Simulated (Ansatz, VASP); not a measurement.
YB: VASP beside Ansatz

```
Y B
1.0
     0.00000    2.64401    2.64401
     2.64401    0.00000    2.64401
     2.64401    2.64401    0.00000
Y B
1 1
Direct
  0.50000 0.50000 0.50000
  0.00000 0.00000 0.00000
```

Alike in both runs: task single point; functional PBEsol; k mesh 10 × 10 × 10; occupations gaussian, width 0.05 eV; no spin polarisation.

```csv
,VASP,Ansatz
version,VASP 6.6.1,Ansatz 0.2.0
potentials or method,"VASP PAW PBE potentials, release 64 (Y_sv, B), cutoff 520 eV","scalar-relativistic, plane waves, PAW"
valence electrons in the cell,14,14
```

```tsv
	VASP	Ansatz	Ansatz less VASP
gap on the k mesh at the Fermi level (eV)	none	none	-
pressure (GPa)	0.3	0.3	+0.07
```

VASP's potentials were made for PBE, not for PBEsol. A gap of «none» marks a metal or a gap that the smearing closes.
